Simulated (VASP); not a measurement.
A run of VASP 6.6.1 is set up as follows.

File POSCAR:

```
HfC
1.0
    0.0000000000      2.3093955030      2.3093955030
    2.3093955030      0.0000000000      2.3093955030
    2.3093955030      2.3093955030      0.0000000000
Hf C
1 1
Direct
    0.5000000000      0.5000000000      0.5000000000
    0.0000000000      0.0000000000      0.0000000000
```

The input INCAR.step1:

```
  PREC = Accurate
  ENCUT = 520
  ISMEAR = -1
  SIGMA = 0.05
  LREAL = F
  LASPH = T
  NELM = 80
  NBANDS = 14
  GGA = PE
  ALGO = Normal
  EDIFF = 1E-4
  LWAVE = T
  LCHARG = F
```

INCAR.step2

```
  PREC = Accurate
  ENCUT = 520
  EDIFF = 1E-7
  ISMEAR = -1
  SIGMA = 0.05
  LREAL = F
  LASPH = T
  NELM = 80
  ALGO = Normal
  ISIF = 2
  LWAVE = F
  LCHARG = T
  METAGGA = R2SCAN
  LMIXTAU = T
  LELF = T
  LVHAR = T
  NBANDS = 14
  ISTART = 1
```

KPOINTS

```
Automatic mesh
0
Gamma
  10 10 10
```

Potentials or basis: VASP PAW PBE potentials, release 64 (Hf_pv, C).

Launch:

```sh
$ cat potpaw_PBE.64/Hf_pv/POTCAR potpaw_PBE.64/C/POTCAR > POTCAR
$ cp INCAR.step1 INCAR
$ mpirun -np 1 vasp_std > vasp.out
$ cp INCAR.step2 INCAR
$ mpirun -np 1 vasp_std > vasp.out
```

Problem. Estimate the pressure.

Solution. 2.6 GPa.

Problem. What does it give for the band gap on the k mesh?

Solution. Zero (band 7 reaches 7.07 eV, above the bottom of band 8 at 5.59 eV).

Caveat: the PAW data sets were made with another functional, which shifts forces and pressure a little; spin-orbit coupling is left out, which moves the levels of the heavy elements.
